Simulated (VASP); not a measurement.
# Ga5P4 in VASP: relaxation of the atoms with PBEsol

Aim: the relaxation of the atoms of Ga5P4 with PBEsol.

Program: VASP 6.6.1. These are calculated values, not measurements. Logs are shortened: lines on timing, memory, paths and dates and some standing lists are left out, and cuts for length are marked.

### 1 The cell of the first run

The cell holds a slab with vacuum, 9 atoms: a = 3.846 Å, b = 3.846 Å, c = 25.877 Å, α = 90.00°, β = 90.00°, γ = 90.00°.

### 2 Relaxation of the atoms, PBEsol

The input, INCAR:

```
SYSTEM = Ga5P4
  ALGO = Normal
  DIPOL = 0.5 0.5 0.500
  EDIFF = 1E-6
  EDIFFG = -0.02
  ENCUT = 520
  GGA = PS
  IBRION = 2
  IDIPOL = 3
  ISIF = 2
  ISMEAR = 0
  KPAR = 4
  LASPH = .TRUE.
  LCHARG = .FALSE.
  LDIPOL = .TRUE.
  LREAL = .FALSE.
  LWAVE = .FALSE.
  NELM = 100
  NSW = 80
  PREC = Accurate
  SIGMA = 0.05
```

The input, KPOINTS:

```
k-points
0
G
  7 7 1
  0 0 0
```

The input, POSCAR:

```
Ga5P4
1.0
    3.8455650076      0.0000000000      0.0000000000
    0.0000000000      3.8455650076      0.0000000000
    0.0000000000      0.0000000000     25.8769003776
Ga P
5 4
Direct
    0.5000000000      0.5000000000      0.2898337858
    0.0000000000      0.0000000000      0.3949168929
    0.5000000000      0.5000000000      0.5000000000
    0.0000000000      0.0000000000      0.6050831071
    0.5000000000      0.5000000000      0.7101662142
    0.5000000000      0.0000000000      0.3423753393
    0.0000000000      0.5000000000      0.4474584464
    0.5000000000      0.0000000000      0.5525415536
    0.0000000000      0.5000000000      0.6576246607
```

Potentials or basis: VASP PAW PBE potentials, release 64 (Ga_d, P).

Started as:

```sh
$ cat potpaw_PBE.64/Ga_d/POTCAR potpaw_PBE.64/P/POTCAR > POTCAR
$ mpirun -np 4 vasp_std > vasp.out
```

OUTCAR:

```text
SYSTEM = Ga5P4
   EDIFF = 1E-6
   EDIFFG = -0.02
   ENCUT = 520
   GGA = PS
   IBRION = 2
   ISIF = 2
   ISMEAR = 0
   LASPH = .TRUE.
   LREAL = .FALSE.
   NELM = 100
   NSW = 80
   PREC = Accurate

 ion  position               nearest neighbor table
   1  0.500  0.500  0.290-   6 2.35   6 2.35
   2  0.000  0.000  0.395-   7 2.35   7 2.35   6 2.35   6 2.35
   3  0.500  0.500  0.500-   7 2.35   8 2.35   8 2.35   7 2.35
   4  0.000  0.000  0.605-   8 2.35   8 2.35   9 2.35   9 2.35
   5  0.500  0.500  0.710-   9 2.35   9 2.35
   6  0.500  0.000  0.342-   1 2.35   1 2.35   2 2.35   2 2.35
   7  0.000  0.500  0.447-   2 2.35   2 2.35   3 2.35   3 2.35
   8  0.500  0.000  0.553-   4 2.35   4 2.35   3 2.35   3 2.35
   9  0.000  0.500  0.658-   5 2.35   5 2.35   4 2.35   4 2.35

  LATTYP: Found a simple tetragonal cell.
 ALAT       =     3.8455650076
 C/A-ratio  =     6.7290242985

  Lattice vectors:

 A1 = (   3.8455650076,   0.0000000000,   0.0000000000)
 A2 = (   0.0000000000,   3.8455650076,   0.0000000000)
 A3 = (   0.0000000000,   0.0000000000,  25.8769003776)

Analysis of symmetry for initial positions (statically):
=====================================================================
 Subroutine PRICEL returns:
 Original cell was already a primitive cell.

 Routine SETGRP: Setting up the symmetry group for a
 simple tetragonal supercell.

 Subroutine GETGRP returns: Found  8 space group operations
 (whereof  8 operations were pure point group operations)
 out of a pool of 16 trial point group operations.

The static configuration has the point symmetry D_2d.

Analysis of symmetry for dynamics (positions and initial velocities):
=====================================================================
 Subroutine PRICEL returns:
 Original cell was already a primitive cell.

 Routine SETGRP: Setting up the symmetry group for a
 simple tetragonal supercell.

 Subroutine GETGRP returns: Found  8 space group operations
 (whereof  8 operations were pure point group operations)
 out of a pool of 16 trial point group operations.

The dynamic configuration has the point symmetry D_2d.

 Subroutine INISYM returns: Found  8 space group operations
 (whereof  8 operations are pure point group operations),
 and found     1 'primitive' translations

----------------------------------------------------------------------------------------

                                     Primitive cell

  volume of cell :     382.6772

  direct lattice vectors                    reciprocal lattice vectors
     3.845565008  0.000000000  0.000000000     0.260039812  0.000000000  0.000000000
     0.000000000  3.845565008  0.000000000     0.000000000  0.260039812  0.000000000
     0.000000000  0.000000000 25.876900378     0.000000000  0.000000000  0.038644505

  length of vectors
     3.845565008  3.845565008 25.876900378     0.260039812  0.260039812  0.038644505

  position of ions in fractional coordinates (direct lattice)
     0.500000000  0.500000000  0.289833786
     0.000000000  0.000000000  0.394916893
     0.500000000  0.500000000  0.500000000
     0.000000000  0.000000000  0.605083107
     0.500000000  0.500000000  0.710166214
     0.500000000  0.000000000  0.342375339
     0.000000000  0.500000000  0.447458446
     0.500000000  0.000000000  0.552541554
     0.000000000  0.500000000  0.657624661

  ion indices of the primitive-cell ions
   primitive index   ion index
                 1           1
                 2           2
                 3           3
                 4           4
                 5           5
                 6           6
                 7           7
                 8           8
                 9           9

----------------------------------------------------------------------------------------

 KPOINTS: k-points

Automatic generation of k-mesh.
 Grid dimensions read from file:
 generate k-points for:    7    7    1

 Generating k-lattice:

  Cartesian coordinates                     Fractional coordinates (reciprocal lattice)
     0.037148545  0.000000000  0.000000000     0.142857143  0.000000000  0.000000000
     0.000000000  0.037148545  0.000000000     0.000000000  0.142857143  0.000000000
     0.000000000  0.000000000  0.038644505     0.000000000  0.000000000  1.000000000

  Length of vectors
     0.037148545  0.037148545  0.038644505

  Shift w.r.t. Gamma in fractional coordinates (k-lattice)
     0.000000000  0.000000000  0.000000000

 Subroutine IBZKPT returns following result:
 ===========================================

 Found     10 irreducible k-points:

 Following reciprocal coordinates:
            Coordinates               Weight
  0.000000  0.000000  0.000000      1.000000
  0.142857  0.000000  0.000000      4.000000
  0.285714  0.000000  0.000000      4.000000
  0.428571  0.000000  0.000000      4.000000
  0.142857  0.142857  0.000000      4.000000
  0.285714  0.142857  0.000000      8.000000
  0.428571  0.142857  0.000000      8.000000
  0.285714  0.285714  0.000000      4.000000
  0.428571  0.285714  0.000000      8.000000
  0.428571  0.428571  0.000000      4.000000
   k-points           NKPTS =     10   k-points in BZ     NKDIM =     10   number of bands    NBANDS=     51
   number of dos      NEDOS =    301   number of ions     NIONS =      9
   total plane-waves  NPLWV = 172800
   dimension x,y,z NGX =    30 NGY =   30 NGZ =  192
   dimension x,y,z NGXF=    60 NGYF=   60 NGZF=  384
   ions per type =               5   4
   NGX,Y,Z   is equivalent  to a cutoff of  12.97, 12.97, 12.34 a.u.
   NGXF,Y,Z  is equivalent  to a cutoff of  25.94, 25.94, 24.67 a.u.
 SYSTEM =  Ga5P4
   PREC   = accura    normal or accurate (medium, high low for compatibility)
   ISTART =      0    job   : 0-new  1-cont  2-samecut
   ICHARG =      2    charge: 1-file 2-atom 10-const
   ISPIN  =      1    spin polarized calculation?
   LNONCOLLINEAR =      F non collinear calculations
   LSORBIT =      F    spin-orbit coupling
   LASPH  =      T    aspherical Exc in radial PAW
   ENCUT  =  520.0 eV  38.22 Ry    6.18 a.u.   7.15  7.15 48.11*2*pi/ulx,y,z
   NELM   =    100;   NELMIN=  2; NELMDL= -5     # of ELM steps
   EDIFF  = 0.1E-05   stopping-criterion for ELM
   LREAL  =      F    real-space projection
   EDIFFG = -.2E-01   stopping-criterion for IOM
   NSW    =     80    number of steps for IOM
   IBRION =      2    ionic relax: 0-MD 1-quasi-New 2-CG
   NFREE  =      1    steps in history (QN), initial steepest desc. (CG)
   ISIF   =      2    stress and relaxation
   ISYM   =      2    0-nonsym 1-usesym 2-fastsym
   POTIM  = 0.5000    time-step for ionic-motion
   TEBEG  =    0.0;   TEEND  =   0.0 temperature during run
   PSTRESS=    0.0 pullay stress
   NELECT =      85.0000    total number of electrons
   NUPDOWN=      -1.0000    fix difference up-down
   EMIN   =  10.00;   EMAX   =-10.00  energy-range for DOS
   EFERMI =   0.00;   METHOD = LEGACY
   ISMEAR =     0;   SIGMA  =   0.05  broadening in eV -4-tet -1-fermi 0-gaus
   EFERMI_NEDOS =   21; number of points for ismear=-14 and -15
   IALGO  =     38    algorithm
   IMIX   =      4    mixing-type and parameters
     AMIX     =   0.40;   BMIX     =  1.00
     AMIX_MAG =   1.60;   BMIX_MAG =  1.00
  volume/ion in A,a.u.               =      42.52       286.94
  Fermi-wavevector in a.u.,A,eV,Ry     =   0.991449  1.873567 13.374128  0.982971
  Thomas-Fermi vector in A             =   2.123191
   LORBIT       =      0    0 simple, 1 ext, 2 COOP (PROOUT), +10 PAW based schemes
   GGA     = PS    functional components
   LHFCALC =     F    Hartree Fock is set to
   AEXX    =    0.0000 exact exchange contribution
   IVDW    =     0    specifies the selected vdW correction
   LEPSILON=     F    determine dielectric tensor
   LRPA    =     F    only Hartree local field effects (RPA)
 conjugate gradient relaxation of ions
 non-spin polarized calculation
 Gauss-broadening in eV      SIGMA  =   0.05
  energy-cutoff  :      520.00
  volume of cell :      382.68
 maximum number of plane-waves:     10334
 NGX is ok and might be reduce to    30
   NGX = 15   NGY = 15   NGZ = 97

--------------------------------------- Ionic step        1  -------------------------------------------

 number of electron      85.0000017 magnetization

 Free energy of the ion-electron system (eV)
  ---------------------------------------------------
  ext. energy  EPLUGINS =         0.00000000
  ---------------------------------------------------
  free energy    TOTEN  =       -39.63596944 eV

  energy without entropy =      -39.62356385  energy(sigma->0) =      -39.62976665

------------------------ aborting loop because EDIFF is reached ----------------------------------------

  FORCE on cell =-STRESS in cart. coord.  units (eV):
  Direction    XX          YY          ZZ          XY          YZ          ZX
  --------------------------------------------------------------------------------------
  -------------------------------------------------------------------------------------
  Total        0.2341500      0.2341500      1.9142679      0.0000000      0.0000000      0.0000000
  in kB        0.9803296      0.9803296      8.0145791      0.0000000      0.0000000      0.0000000
  external PRESSURE =       3.3250795 kB  Pullay stress =       0.0000000 kB
[... 110 lines left out ...]
  FREE ENERGIE OF THE ION-ELECTRON SYSTEM (eV)
  ---------------------------------------------------
  free  energy   TOTEN  =       -39.7003520018 eV

  energy  without entropy=      -39.6871885030  energy(sigma->0) =      -39.69377025

[... ionic steps 4 to 11 ...]

--------------------------------------- Ionic step       12  -------------------------------------------

 number of electron      85.0000025 magnetization

------------------------ aborting loop because EDIFF is reached ----------------------------------------
[... 38 lines left out ...]
--------------------------------------- Ionic step       13  -------------------------------------------

 number of electron      85.0000002 magnetization

 dipolmoment           0.000000      0.000000      0.000000 electrons x Angstroem

------------------------ aborting loop because EDIFF is reached ----------------------------------------

  FORCE on cell =-STRESS in cart. coord.  units (eV):
  Direction    XX          YY          ZZ          XY          YZ          ZX
  --------------------------------------------------------------------------------------
  -------------------------------------------------------------------------------------
  Total       -0.4671946     -0.4671946     -0.0304666      0.0000000     -0.0000000      0.0000000
  in kB       -1.9560313     -1.9560313     -0.1275562      0.0000000     -0.0000000      0.0000000
  external PRESSURE =      -1.3465396 kB  Pullay stress =       0.0000000 kB
[... 30 lines left out ...]
--------------------------------------- Ionic step       14  -------------------------------------------

 number of electron      85.0000009 magnetization

 dipolmoment           0.000000      0.000000     -0.000000 electrons x Angstroem

 Free energy of the ion-electron system (eV)
  ---------------------------------------------------
  ext. energy  EPLUGINS =         0.00000000
  ---------------------------------------------------
  free energy    TOTEN  =       -39.71246459 eV

  energy without entropy =      -39.69908898  energy(sigma->0) =      -39.70577678

 E-fermi :  -0.2597     XC(G=0):  -5.5369

 val. band max:       -0.2688591414   @ k =   0.1429   0.0000   0.0000
 cond. band min:      -0.2580981573   @ k =   0.4286   0.2857   0.0000
 fundamental gap:      0.0107609841
 Fermi energy:        -0.2596795223

 k-point     1 :       0.0000    0.0000    0.0000
  band No.  band energies     occupation
      1     -15.1886      2.00000
      2     -15.1486      2.00000
      3     -15.1032      2.00000
      4     -15.0763      2.00000
      5     -15.0763      2.00000
      6     -15.0551      2.00000
[... 529 lines left out ...]
     50       3.3498      0.00000
     51       3.9414      0.00000

------------------------ aborting loop because EDIFF is reached ----------------------------------------

 vacuum level on the upper side and lower side of the slab       (xc-potential included)        -0.078        -0.078

  FORCE on cell =-STRESS in cart. coord.  units (eV):
  Direction    XX          YY          ZZ          XY          YZ          ZX
  --------------------------------------------------------------------------------------
  -------------------------------------------------------------------------------------
  Total       -0.4604480     -0.4604480     -0.0058501      0.0000000     -0.0000000      0.0000000
  in kB       -1.9277852     -1.9277852     -0.0244928      0.0000000     -0.0000000      0.0000000
  external PRESSURE =      -1.2933544 kB  Pullay stress =       0.0000000 kB
[... 24 lines left out ...]
  FREE ENERGIE OF THE ION-ELECTRON SYSTEM (eV)
  ---------------------------------------------------
  free  energy   TOTEN  =       -39.7124645902 eV

  energy  without entropy=      -39.6990889786  energy(sigma->0) =      -39.70577678

 reached required accuracy - stopping structural energy minimisation

 vacuum level on the upper side and lower side of the slab         4.632         4.632
```

Wall time 6.5 min (4 MPI ranks of Intel Xeon Platinum 8488C (Sapphire Rapids), shared host); peak memory 0.53 GiB.

Results:

| Item | Value |
| --- | --- |
| Free energy | -39.7125 eV |
| Energy gained by relaxing | 8.5 meV/atom |
| Ionic steps | 14 |
| Largest force after relaxing | 0.007 eV/Å |
| Band gap on the k mesh | zero (an odd number of electrons rules out a gap without spin polarisation) |

Forces on the atoms (eV/Å):
```
Ga   0.000  0.000  0.004
Ga   0.000  0.000  0.000
Ga   0.000  0.000  0.000
Ga   0.000  0.000  0.000
Ga   0.000  0.000 -0.004
P    0.000  0.000 -0.005
P    0.000  0.000 -0.007
P    0.000  0.000  0.007
P    0.000  0.000  0.005
```

The path:
| step | energy change (eV) | largest force (eV/Å) | pressure (GPa) |
| --- | --- | --- | --- |
| 1 | 0.0000 | 0.6464 | 0.33 |
| 2 | -0.0519 | 0.3456 | 0.25 |
| 3 | -0.0644 | 0.1576 | 0.22 |
| 4 | -0.0705 | 0.0836 | 0.16 |
| 5 | -0.0726 | 0.0717 | 0.12 |
| 6 | -0.0726 | 0.0832 | 0.10 |
| 7 | -0.0735 | 0.0356 | 0.09 |
| 8 | -0.0736 | 0.0559 | 0.07 |
| 9 | -0.0743 | 0.0442 | 0.05 |
| 10 | -0.0757 | 0.0319 | -0.02 |
| 11 | -0.0758 | 0.0670 | -0.15 |
| 12 | -0.0762 | 0.0326 | -0.10 |
| 13 | -0.0764 | 0.0269 | -0.13 |
| 14 | -0.0765 | 0.0073 | -0.13 |

Final structure:
```
Ga P
1.0
     3.84557    0.00000    0.00000
     0.00000    3.84557    0.00000
     0.00000    0.00000   25.87690
Ga P
5 4
Direct
  0.50000 0.50000 0.28540
  0.00000 0.00000 0.39501
  0.50000 0.50000 0.50000
  0.00000 0.00000 0.60499
  0.50000 0.50000 0.71460
  0.50000 0.00000 0.34255
  0.00000 0.50000 0.44747
  0.50000 0.00000 0.55253
  0.00000 0.50000 0.65745
```

Caveat: the PAW data sets were made with another functional, which shifts forces and pressure a little.
